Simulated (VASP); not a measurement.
## ZnS: single point with PBE

Crystal: ZnS.

```
Zn S
1.0
     3.57502    0.00000    0.00000
    -1.78751    3.09606    0.00000
     0.00000    0.00000    6.41859
Zn S
2 2
Direct
  0.33333 0.66667 0.00520
  0.66667 0.33333 0.50520
  0.33333 0.66667 0.37980
  0.66667 0.33333 0.87980
```

```json
{"Program": "VASP 6.6.1", "Task": "single point", "Functional": "PBE", "Potentials or basis": "VASP PAW PBE potentials, release 64 (Zn, S)", "Cutoff": "520 eV", "k mesh": "9 × 9 × 6", "Occupations": "gaussian, width 0.05 eV", "Spin": "no spin polarisation", "Dipole correction": "no", "Further INCAR settings": "ALGO = Normal; EDIFF = 1e-06; NBANDS = 26"}
```

* Pressure: 13.1 GPa
* Largest force: 0.845 eV/Å
* Band gap on the k mesh: 2.21 eV

Forces in eV/Å, atoms in the order of the input:
```
Zn   0.000  0.000  0.845
Zn   0.000  0.000  0.845
S    0.000  0.000 -0.845
S    0.000  0.000 -0.845
```

Stress tensor (GPa, compression positive):
```
18.59  0.00  0.00
 0.00 18.59  0.00
 0.00  0.00  2.17
```

Levels at points of the mesh, in eV from the valence-band top:
| k point | band 14 | band 15 | band 16 | band 17 | band 18 | band 19 | band 20 | band 21 | band 22 | band 23 |
| --- | --- | --- | --- | --- | --- | --- | --- | --- | --- | --- |
| (0.00, 0.00, 0.00) | -0.78 | -0.78 | -0.57 | 0.00 | 0.00 | 2.21 | 3.86 | 5.70 | 6.53 | 6.53 |
| (0.00, 0.00, 0.50) | -3.58 | -0.41 | -0.41 | -0.41 | -0.41 | 4.15 | 4.15 | 6.36 | 6.36 | 6.96 |

It took 100 s on 1 thread of Intel Xeon 8259CL, on a shared host, peak memory 0.23 GiB.

Caveat: the cell stands under pressure. Expect the measured gap to be larger: semilocal functionals such as PBE lack the derivative discontinuity.
